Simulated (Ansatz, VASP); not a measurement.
Two plane-wave programs on Cu2O

Contents of INCAR:

```
PREC = Accurate
ENCUT = 600
EDIFF = 1E-6
ISMEAR = 0
SIGMA = 0.01
LREAL = F
LASPH = T
NELM = 120
ALGO = Normal
ISIF = 2
LWAVE = F
LCHARG = F
GGA = PS
NBANDS = 37
GGA_COMPAT = F
```

File KPOINTS:

```
Automatic mesh
0
Gamma
  8 8 8
```

The input POSCAR:

```
Cu2O
1.0
    4.2226074740      0.0000000000      0.0000000000
    0.0000000000      4.2226074740      0.0000000000
    0.0000000000      0.0000000000      4.2226074740
Cu O
4 2
Direct
    0.2500000000      0.2500000000      0.7500000000
    0.7500000000      0.2500000000      0.2500000000
    0.2500000000      0.7500000000      0.2500000000
    0.7500000000      0.7500000000      0.7500000000
    0.5000000000      0.5000000000      0.5000000000
    0.0000000000      0.0000000000      0.0000000000
```

Input for Ansatz:

```yaml
crystal:
  lattice:
    - [4.222607474, 0.0, 0.0]
    - [0.0, 4.222607474, 0.0]
    - [0.0, 0.0, 4.222607474]
  atoms:
    - { symbol: Cu, position: [0.25, 0.25, 0.75] }
    - { symbol: Cu, position: [0.75, 0.25, 0.25] }
    - { symbol: Cu, position: [0.25, 0.75, 0.25] }
    - { symbol: Cu, position: [0.75, 0.75, 0.75] }
    - { symbol: O, position: [0.5, 0.5, 0.5] }
    - { symbol: O, position: [0.0, 0.0, 0.0] }
basis:
  ecutwfc: 420
  xc_grid: 2
kpoints:
  mp_grid: { grid: [8, 8, 8] }
  band_path: { path: [VBM, CBM], npoints: 2 }
hamiltonian:
  xc: pbesol
scf:
  occupations: { method: gaussian, width: 0.01 }
output:
  forces: true
  stress: true
  eigenvalues: true
```

Alike in both runs: task single point; functional PBEsol; k mesh 8 × 8 × 8; occupations gaussian, width 0.01 eV; no spin polarisation.

|  | VASP | Ansatz |
| --- | --- | --- |
| version | VASP 6.6.1 | Ansatz 0.2.0 |
| potentials or method | VASP PAW PBE potentials, release 64 (Cu, O), cutoff 600 eV | scalar-relativistic, plane waves, PAW |
| valence electrons in the cell | 56 | 88 |

```tsv
	VASP	Ansatz	Ansatz less VASP
gap on the k mesh at the Fermi level (eV)	0.57	0.56	-0.006
least direct gap on the mesh (eV)	0.57	0.56	-0.006
pressure (GPa)	0.8	0.0	-0.79
```

VASP's potentials were made for PBE, not for PBEsol. VASP's potentials hold 56 valence electrons a cell and Ansatz's 88, so a difference there can come from the potentials and not from the codes.
